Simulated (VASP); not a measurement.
A run of VASP 6.6.1 is set up as follows.

INCAR

```
SYSTEM = Hf
  PREC = Accurate
  ENCUT = 520
  EDIFF = 1E-6
  ISMEAR = -1
  SIGMA = 0.13605693000000002
  LREAL = .FALSE.
  LASPH = .TRUE.
  NELM = 100
  ALGO = Normal
  ISIF = 2
  LWAVE = .FALSE.
  LCHARG = .TRUE.
  LELF = .TRUE.
  LVHAR = .TRUE.
  NBANDS = 11
```

KPOINTS

```
Automatic mesh
0
G
  12 12 12
  0 0 0
```

The input POSCAR:

```
Hf
1.0
    2.8348534711      0.0000000000      0.0000000000
    0.0000000000      2.8348534711      0.0000000000
    0.0000000000      0.0000000000      2.8348534711
Hf
1
Direct
    0.0000000000      0.0000000000      0.0000000000
```

Potentials or basis: VASP PAW LDA potentials, release 64 (Hf_pv).

Run with:

```sh
$ cat potpaw_LDA.64/Hf_pv/POTCAR > POTCAR
$ mpirun -np 1 vasp_std > vasp.out
```

Question: What does it give for the pressure?

Answer: -0.5 GPa.

Question: Estimate the band gap on the k mesh.

Answer: Zero (band 5 reaches 5.18 eV, above the bottom of band 6 at 2.56 eV).

Caveat: spin-orbit coupling is left out, which moves the levels of the heavy elements.
